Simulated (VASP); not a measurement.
# GaAs: single point with HSE06

Crystal: GaAs.

```
CELL_PARAMETERS angstrom
0.00000 2.93139 2.93139
2.93139 0.00000 2.93139
2.93139 2.93139 0.00000
ATOMIC_POSITIONS crystal
Ga 0.00000 0.00000 0.00000
As 0.25000 0.25000 0.25000
```

This cell differs from its parent crystal: strain +3.5%.

```json
{"Program": "VASP 6.6.1", "Task": "single point", "Functional": "HSE06", "Potentials or basis": "VASP PAW PBE potentials, release 64 (Ga_d, As)", "Cutoff": "520 eV", "k mesh": "6 × 6 × 6", "Occupations": "fermi-dirac, width 0.02 eV", "Spin": "no spin polarisation", "Dipole correction": "no", "Grid for exact exchange (PRECFOCK)": "Normal", "Further INCAR settings": "ALGO = Normal; EDIFF = 1e-06; NBANDS = 16", "Share of exact exchange": "0.25", "Screening parameter": "0.2079 1/Å"}
```

```json
{
 "Pressure": "-5.6 GPa",
 "Band gap on the k mesh": "0.51 eV"
}
```

Levels at points of the mesh, in eV from the valence-band top:
```tsv
k point	band 7	band 8	band 9	band 10	band 11	band 12
(0.00, 0.00, 0.00)	0.00	0.00	0.00	0.51	4.48	4.48
(0.50, 0.00, 0.00)	-6.62	-1.07	-1.07	1.41	5.39	5.39
(0.50, 0.50, 0.00)	-6.88	-2.52	-2.52	2.25	2.34	10.60
```

Wall time 64 min on 1 thread of Oxide Virtual Turin-like Processor, with other jobs on the host, peak memory 0.28 GiB.

Caveat: the cell differs from its parent crystal (strain +3.5%); the cell stands under tension; the PAW data sets were made with another functional, which shifts forces and pressure a little.
